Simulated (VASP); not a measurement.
# AlNi3 (R-3m) in VASP: a series of runs

AlNi3 is run at these levels: PBEsol; tasks: single point.

Program: VASP 6.6.1. These are calculated values, not measurements. Logs are shortened: lines on timing, memory, paths and dates and some standing lists are left out, and cuts for length are marked.

**1. The cell of the first run**

It takes space group R-3m (No. 166, trigonal). The conventional cell has a = 3.800 Å, b = 3.800 Å, c = 10.010 Å, α = 90.00°, β = 90.00°, γ = 120.00°. Within 3.1 Å of Al (site symmetry -3m) lie 14 Ni at 2.35 to 2.76 Å. Within 3.1 Å of Ni (site symmetry 3m) lie 4 Al at 2.35 to 2.50 Å and 10 Ni at 2.35 to 2.76 Å. Within 3.1 Å of Ni (site symmetry -3m) lie 8 Ni at 2.35 to 2.50 Å and 6 Al at 2.76 Å.

**2. Single point, PBEsol (10.43 Å³/atom)**

INCAR reads:

```
SYSTEM = AlNi3
  ALGO = Fast
  EDIFF = 1E-6
  ENCUT = 520
  GGA = PS
  ISIF = 2
  ISMEAR = 0
  LASPH = .True.
  LCHARG = .False.
  LREAL = .False.
  LWAVE = .False.
  NBANDS = 24
  NELM = 80
  PREC = Accurate
  SIGMA = 0.15
```

KPOINTS reads:

```
k-points
0
Gamma
  14 14 14
  0 0 0
```

POSCAR reads:

```
AlNi3
1.0
    0.1352353790      2.8220309875      2.8220309875
    2.8220309875      0.1352353790      2.8220309875
    2.8220309875      2.8220309875      0.1352353790
Al Ni
1 3
Direct
    0.5000000000      0.5000000000      0.5000000000
    0.2500000000      0.2500000000      0.2500000000
    0.0000000000      0.0000000000      0.0000000000
    0.7500000000      0.7500000000      0.7500000000
```

Potentials or basis: VASP PAW PBE potentials, release 64 (Al, Ni).

Started as:

```console
cat potpaw_PBE.64/Al/POTCAR potpaw_PBE.64/Ni/POTCAR > POTCAR
mpirun -np 1 vasp_std > vasp.out
```

OUTCAR:

```text
SYSTEM = AlNi3
   EDIFF = 1E-6
   ENCUT = 520
   GGA = PS
   ISIF = 2
   ISMEAR = 0
   LASPH = .True.
   LREAL = .False.
   NELM = 80
   PREC = Accurate

 ion  position               nearest neighbor table
   1  0.500  0.500  0.500-   2 2.35   2 2.35   2 2.35   4 2.35   4 2.35   4 2.35   4 2.50   2 2.50
                             3 2.76   3 2.76   3 2.76   3 2.76   3 2.76   3 2.76
   2  0.250  0.250  0.250-   3 2.35   3 2.35   3 2.35   1 2.35   1 2.35   1 2.35   3 2.50   1 2.50
                             4 2.76   4 2.76   4 2.76   4 2.76   4 2.76   4 2.76
   3  0.000  0.000  0.000-   4 2.35   4 2.35   4 2.35   2 2.35   2 2.35   2 2.35   4 2.50   2 2.50
                             1 2.76   1 2.76   1 2.76   1 2.76   1 2.76   1 2.76
   4  0.750  0.750  0.750-   1 2.35   1 2.35   1 2.35   3 2.35   3 2.35   3 2.35   3 2.50   1 2.50
                             2 2.76   2 2.76   2 2.76   2 2.76   2 2.76   2 2.76

  LATTYP: Found a trigonal (rhomboedric) cell.
 ALAT       =     3.9932450960
 COS(alpha) =     0.5472928793

  Lattice vectors:

 A1 = (   0.1352353790,   2.8220309875,   2.8220309875)
 A2 = (   2.8220309875,   0.1352353790,   2.8220309875)
 A3 = (   2.8220309875,   2.8220309875,   0.1352353790)

Analysis of symmetry for initial positions (statically):
=====================================================================
 Subroutine PRICEL returns:
 Original cell was already a primitive cell.

 Routine SETGRP: Setting up the symmetry group for a
 trigonal (rhombohedral) supercell.

 Subroutine GETGRP returns: Found 12 space group operations
 (whereof 12 operations were pure point group operations)
 out of a pool of 12 trial point group operations.

The static configuration has the point symmetry D_3d.

Analysis of symmetry for dynamics (positions and initial velocities):
=====================================================================
 Subroutine PRICEL returns:
 Original cell was already a primitive cell.

 Routine SETGRP: Setting up the symmetry group for a
 trigonal (rhombohedral) supercell.

 Subroutine GETGRP returns: Found 12 space group operations
 (whereof 12 operations were pure point group operations)
 out of a pool of 12 trial point group operations.

The dynamic configuration has the point symmetry D_3d.

 Subroutine INISYM returns: Found 12 space group operations
 (whereof 12 operations are pure point group operations),
 and found     1 'primitive' translations

----------------------------------------------------------------------------------------

                                     Primitive cell

  volume of cell :      41.7200

  direct lattice vectors                    reciprocal lattice vectors
     0.135235379  2.822030987  2.822030987    -0.190449911  0.181740663  0.181740663
     2.822030987  0.135235379  2.822030987     0.181740663 -0.190449911  0.181740663
     2.822030987  2.822030987  0.135235379     0.181740663  0.181740663 -0.190449911

  length of vectors
     3.993245096  3.993245096  3.993245096     0.319891397  0.319891397  0.319891397

  position of ions in fractional coordinates (direct lattice)
     0.500000000  0.500000000  0.500000000
     0.250000000  0.250000000  0.250000000
     0.000000000  0.000000000  0.000000000
     0.750000000  0.750000000  0.750000000

  ion indices of the primitive-cell ions
   primitive index   ion index
                 1           1
                 2           2
                 3           3
                 4           4

----------------------------------------------------------------------------------------

 KPOINTS: k-points

Automatic generation of k-mesh.
 Grid dimensions read from file:
 generate k-points for:   14   14   14

 Generating k-lattice:

  Cartesian coordinates                     Fractional coordinates (reciprocal lattice)
    -0.013603565  0.012981476  0.012981476     0.071428571  0.000000000  0.000000000
     0.012981476 -0.013603565  0.012981476     0.000000000  0.071428571  0.000000000
     0.012981476  0.012981476 -0.013603565     0.000000000  0.000000000  0.071428571

  Length of vectors
     0.022849385  0.022849385  0.022849385

  Shift w.r.t. Gamma in fractional coordinates (k-lattice)
     0.000000000  0.000000000  0.000000000

 Subroutine IBZKPT returns following result:
 ===========================================

 Found    288 irreducible k-points:

 Following reciprocal coordinates:
            Coordinates               Weight
  0.000000  0.000000  0.000000      1.000000
  0.071429 -0.000000 -0.000000      6.000000
  0.142857  0.000000 -0.000000      6.000000
  0.214286  0.000000  0.000000      6.000000
  0.285714 -0.000000 -0.000000      6.000000
  0.357143  0.000000  0.000000      6.000000
[... 16 lines left out ...]
  0.214286  0.142857 -0.000000     12.000000
  0.285714  0.142857 -0.000000     12.000000
 [... further k-points ...]
   k-points           NKPTS =    288   k-points in BZ     NKDIM =    288   number of bands    NBANDS=     24
   number of dos      NEDOS =    301   number of ions     NIONS =      4
   total plane-waves  NPLWV =  27000
   dimension x,y,z NGX =    30 NGY =   30 NGZ =   30
   dimension x,y,z NGXF=    60 NGYF=   60 NGZF=   60
   ions per type =               1   3
   NGX,Y,Z   is equivalent  to a cutoff of  12.49, 12.49, 12.49 a.u.
   NGXF,Y,Z  is equivalent  to a cutoff of  24.98, 24.98, 24.98 a.u.
 SYSTEM =  AlNi3
   PREC   = accura    normal or accurate (medium, high low for compatibility)
   ISTART =      0    job   : 0-new  1-cont  2-samecut
   ICHARG =      2    charge: 1-file 2-atom 10-const
   ISPIN  =      1    spin polarized calculation?
   LNONCOLLINEAR =      F non collinear calculations
   LSORBIT =      F    spin-orbit coupling
   LASPH  =      T    aspherical Exc in radial PAW
   ENCUT  =  520.0 eV  38.22 Ry    6.18 a.u.   7.42  7.42  7.42*2*pi/ulx,y,z
   NELM   =     80;   NELMIN=  2; NELMDL= -5     # of ELM steps
   EDIFF  = 0.1E-05   stopping-criterion for ELM
   LREAL  =      F    real-space projection
   EDIFFG = 0.1E-04   stopping-criterion for IOM
   NSW    =      0    number of steps for IOM
   IBRION =     -1    ionic relax: 0-MD 1-quasi-New 2-CG
   NFREE  =      0    steps in history (QN), initial steepest desc. (CG)
   ISIF   =      2    stress and relaxation
   ISYM   =      2    0-nonsym 1-usesym 2-fastsym
   POTIM  = 0.5000    time-step for ionic-motion
   TEBEG  =    0.0;   TEEND  =   0.0 temperature during run
   PSTRESS=    0.0 pullay stress
   NELECT =      33.0000    total number of electrons
   NUPDOWN=      -1.0000    fix difference up-down
   EMIN   =  10.00;   EMAX   =-10.00  energy-range for DOS
   EFERMI =   0.00;   METHOD = LEGACY
   ISMEAR =     0;   SIGMA  =   0.15  broadening in eV -4-tet -1-fermi 0-gaus
   EFERMI_NEDOS =   21; number of points for ismear=-14 and -15
   IALGO  =     68    algorithm
   IMIX   =      4    mixing-type and parameters
     AMIX     =   0.40;   BMIX     =  1.00
     AMIX_MAG =   1.60;   BMIX_MAG =  1.00
  volume/ion in A,a.u.               =      10.43        70.39
  Fermi-wavevector in a.u.,A,eV,Ry     =   1.514019  2.861081 31.188010  2.292254
  Thomas-Fermi vector in A             =   2.623733
   LORBIT       =      0    0 simple, 1 ext, 2 COOP (PROOUT), +10 PAW based schemes
   GGA     = PS    functional components
   LHFCALC =     F    Hartree Fock is set to
   AEXX    =    0.0000 exact exchange contribution
   IVDW    =     0    specifies the selected vdW correction
   LEPSILON=     F    determine dielectric tensor
   LRPA    =     F    only Hartree local field effects (RPA)
 non-spin polarized calculation
 RMM-DIIS sequential band-by-band and
 Gauss-broadening in eV      SIGMA  =   0.15
  energy-cutoff  :      520.00
  volume of cell :       41.72
 maximum number of plane-waves:      1141
 NGX is ok and might be reduce to    30
   NGX = 15   NGY = 15   NGZ = 15

 number of electron      32.9999984 magnetization

 Free energy of the ion-electron system (eV)
  ---------------------------------------------------
  ext. energy  EPLUGINS =         0.00000000
  ---------------------------------------------------
  free energy    TOTEN  =       -23.86441574 eV

  energy without entropy =      -23.83636795  energy(sigma->0) =      -23.85039184

 E-fermi :  10.5715     XC(G=0): -13.2519

 val. band max:       10.5711078422   @ k =  -0.2857   0.2143   0.1429
 cond. band min:      10.5721304439   @ k =  -0.4286   0.4286   0.0000
 fundamental gap:      0.0010226018
 Fermi energy:        10.5715053189

 k-point     1 :       0.0000    0.0000    0.0000
  band No.  band energies     occupation
      1      -0.0233      2.00000
      2       6.6525      2.00000
      3       6.6525      2.00000
      4       6.6944      2.00000
      5       6.8948      2.00000
      6       6.8948      2.00000
[... 16 lines left out ...]
     23      18.5610      0.00000
     24      19.5106      0.00000

 k-point     2 :       0.0714   -0.0000   -0.0000
  band No.  band energies     occupation
      1       0.0586      2.00000
      2       6.5775      2.00000
      3       6.6393      2.00000
      4       6.7804      2.00000
      5       6.8802      2.00000
      6       6.9589      2.00000
[... 16 lines left out ...]
     23      18.7661      0.00000
     24      19.2815      0.00000

 k-point     3 :       0.1429    0.0000   -0.0000
  band No.  band energies     occupation
      1       0.3028      2.00000
      2       6.5234      2.00000
      3       6.6369      2.00000
      4       6.7063      2.00000
      5       7.0000      2.00000
      6       7.1073      2.00000
[... 16 lines left out ...]
     23      18.5924      0.00000
     24      19.1838      0.00000
[... 514 lines left out ...]
 k-point    23 :       0.2143    0.1429   -0.0000
  band No.  band energies     occupation
      1       0.6833      2.00000
      2       6.1342      2.00000
      3       6.8312      2.00000
      4       6.9404      2.00000
      5       7.0709      2.00000
      6       7.1916      2.00000
[... 16 lines left out ...]
     23      18.6070      0.00000
     24      20.2931      0.00000

 k-point    24 :       0.2857    0.1429   -0.0000
  band No.  band energies     occupation
      1       1.1213      2.00000
      2       6.0014      2.00000
      3       6.7930      2.00000
      4       6.9164      2.00000
      5       7.2064      2.00000
      6       7.3236      2.00000
[... 16 lines left out ...]
     23      18.6749      0.00000
     24      20.5147      0.00000

 [... further k-points ...]

------------------------ aborting loop because EDIFF is reached ----------------------------------------

  FORCE on cell =-STRESS in cart. coord.  units (eV):
  Direction    XX          YY          ZZ          XY          YZ          ZX
  --------------------------------------------------------------------------------------
  -------------------------------------------------------------------------------------
  Total        3.2205808      3.2205808      3.2205808     -1.9598471     -1.9598471     -1.9598471
  in kB      123.6802850    123.6802850    123.6802850    -75.2642051    -75.2642051    -75.2642051
  external PRESSURE =     123.6802850 kB  Pullay stress =       0.0000000 kB

 VOLUME and BASIS-vectors are now :
 -----------------------------------------------------------------------------
  energy-cutoff  :      520.00
  volume of cell :       41.72
      direct lattice vectors                 reciprocal lattice vectors
     0.135235379  2.822030987  2.822030987    -0.190449911  0.181740663  0.181740663
     2.822030987  0.135235379  2.822030987     0.181740663 -0.190449911  0.181740663
     2.822030987  2.822030987  0.135235379     0.181740663  0.181740663 -0.190449911

 POSITION                                       TOTAL-FORCE (eV/Angst)
 -----------------------------------------------------------------------------------
      2.88965      2.88965      2.88965         0.000000      0.000000     -0.000000
      1.44482      1.44482      1.44482        -0.049994     -0.049994     -0.049994
      0.00000      0.00000      0.00000         0.000000      0.000000     -0.000000
      4.33447      4.33447      4.33447         0.049994      0.049994      0.049994
 -----------------------------------------------------------------------------------
    total drift:                                0.000000     -0.000000      0.000000

  FREE ENERGIE OF THE ION-ELECTRON SYSTEM (eV)
  ---------------------------------------------------
  free  energy   TOTEN  =       -23.8644157400 eV

  energy  without entropy=      -23.8363679482  energy(sigma->0) =      -23.85039184
```

It took 4.2 min on 1 thread of AMD EPYC 9R45 (Zen 5), shared host; peak memory 0.32 GiB.

Results:

```
Free energy            : -23.8644 eV
Pressure               : 12.4 GPa
Largest force          : 0.087 eV/Å
Band gap on the k mesh : zero (an odd number of electrons rules out a gap without spin polarisation)
```

Forces on the atoms (eV/Å):
```
Al   0.000  0.000  0.000
Ni  -0.050 -0.050 -0.050
Ni   0.000  0.000  0.000
Ni   0.050  0.050  0.050
```

Stress tensor (GPa, compression positive):
```
12.37 -7.53 -7.53
-7.53 12.37 -7.53
-7.53 -7.53 12.37
```

Caveat: the cell stands under pressure; the PAW data sets were made with another functional, which shifts forces and pressure a little. Spin polarisation is off, so any magnetic state and its effect on volume and gap are missing.

**3. Single point, PBEsol (10.43 Å³/atom)**

INCAR reads:

```
SYSTEM = AlNi3
ALGO = Fast ; EDIFF = 1E-7
ENCUT = 520 ; GGA = PS
ISIF = 2 ; ISMEAR = 0
LASPH = .TRUE. ; LCHARG = .FALSE.
LREAL = .FALSE. ; LWAVE = .FALSE.
NBANDS = 24 ; NELM = 60
PREC = Accurate ; SIGMA = 0.15
```

KPOINTS reads:

```
k-points
0
G
  14 14 14
  0 0 0
```

POSCAR reads:

```
AlNi3
1.0
   -0.2610344367      2.6286456744      2.6286456744
    2.6286456744     -0.2610344367      2.6286456744
    2.6286456744      2.6286456744     -0.2610344367
Al Ni
1 3
Direct
    0.5000000000      0.5000000000      0.5000000000
    0.2500000000      0.2500000000      0.2500000000
    0.0000000000      0.0000000000      0.0000000000
    0.7500000000      0.7500000000      0.7500000000
```

Potentials or basis: VASP PAW PBE potentials, release 64 (Al, Ni).

Started as:

```console
cat potpaw_PBE.64/Al/POTCAR potpaw_PBE.64/Ni/POTCAR > POTCAR
mpirun -np 1 vasp_std > vasp.out
```

Wall time 3.9 min (1 thread of AMD EPYC 9R45 (Zen 5), shared host); peak memory 0.32 GiB.

The run converged. Its results:

```
Free energy            : -23.2330 eV
Pressure               : 17.5 GPa
Largest force          : 0.290 eV/Å
Band gap on the k mesh : zero (an odd number of electrons rules out a gap without spin polarisation)
```

Forces on the atoms (eV/Å):
```
Al   0.000  0.000  0.000
Ni   0.167  0.167  0.167
Ni   0.000  0.000  0.000
Ni  -0.167 -0.167 -0.167
```

Stress tensor (GPa, compression positive):
```
17.54 22.24 22.24
22.24 17.54 22.24
22.24 22.24 17.54
```

Levels at points of the mesh, in eV from the Fermi level:
```
           k point  band 12  band 13  band 14  band 15  band 16  band 17  band 18  band 19  band 20  band 21
(0.00, 0.00, 0.00)    -0.82    -0.67    -0.67    -0.44    -0.44     4.98     4.98     5.73     5.85     5.85
(0.50, 0.00, 0.00)    -1.78    -0.81    -0.68    -0.48    -0.43    -0.14     4.61     4.61     5.17     5.17
(0.50, 0.50, 0.00)    -1.20    -0.84    -0.66    -0.53    -0.43    -0.43    -0.18    -0.05     3.83     5.81
(0.50, 0.50, 0.50)    -1.90    -0.96    -0.96    -0.40    -0.40    -0.12     3.63     3.63     4.32     4.32
```

Caveat: the cell stands under pressure; the PAW data sets were made with another functional, which shifts forces and pressure a little.

(Part 1 of 2 ends here.)
